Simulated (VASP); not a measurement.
Here is a VASP 6.6.1 calculation.

Contents of INCAR:

```
SYSTEM = AgBr
PREC = Accurate ; ENCUT = 500
EDIFF = 1E-6 ; ISMEAR = 0
SIGMA = 0.02 ; LREAL = .False.
LASPH = .True. ; NELM = 120
ALGO = Normal ; ISIF = 2
LWAVE = .False. ; LCHARG = .False.
GGA = PS ; NBANDS = 16
GGA_COMPAT = .False.
```

KPOINTS

```
Automatic mesh
0
Gamma
  10 10 10
  0 0 0
```

The input POSCAR:

```
AgBr
1.0
    0.0000000000      2.8376848571      2.8376848571
    2.8376848571      0.0000000000      2.8376848571
    2.8376848571      2.8376848571      0.0000000000
Ag Br
1 1
Direct
    0.0000000000      0.0000000000      0.0000000000
    0.5000000000      0.5000000000      0.5000000000
```

Potentials or basis: VASP PAW PBE potentials, release 64 (Ag, Br).

Command:

```sh
$ cat potpaw_PBE.64/Ag/POTCAR potpaw_PBE.64/Br/POTCAR > POTCAR
$ mpirun -np 1 vasp_std > vasp.out
```

Q: Estimate the band gap on the k mesh.

A: 0.50 eV, indirect (least direct gap 2.57 eV).

Q: Predict the pressure.

A: -0.1 GPa.

Caveat: the PAW data sets were made with another functional, which shifts forces and pressure a little. A k mesh can miss the band edges.
